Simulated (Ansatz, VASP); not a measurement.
## Br in VASP and in Ansatz

```
Br
1.0
     3.38552   -2.33793    0.00000
     3.38552    2.33793    0.00000
     0.00000    0.00000    8.75993
Br
4
Cartesian
  3.3855 0.6308 3.4172
  3.3855 1.7072 7.7972
  3.3855 -0.6308 5.3427
  3.3855 -1.7072 0.9627
```

Change from the starting cell: volume scaled by 1.02.

Alike in both runs: task single point; functional PBE; k mesh 7 × 7 × 3; occupations fermi-dirac, width 0.05 eV; no spin polarisation.

```csv
,VASP,Ansatz
version,VASP 6.6.1,Ansatz 0.2.0
potentials or method,"VASP PAW PBE potentials, release 64 (Br), cutoff 520 eV","all-electron LAPW, scalar-relativistic"
```

VASP gave:

- gap on the k mesh at the Fermi level (eV): 1.84
- least direct gap on the mesh (eV): 1.86
- pressure (GPa): 1.3
- traceless stress, the component that is largest in VASP (GPa): 0.68
- rms of the force components (eV/Å): 0.380

**Question.** Which values does Ansatz return?

**Answer.** gap on the k mesh at the Fermi level (eV): 1.85; least direct gap on the mesh (eV): 1.87; pressure (GPa): 1.2; traceless stress, the component that is largest in VASP (GPa): 0.66; rms of the force components (eV/Å): 0.373.

Atom by atom the forces differ by 0.007 eV/Å (rms over components). Ansatz ran all-electron here, and VASP with PAW potentials.
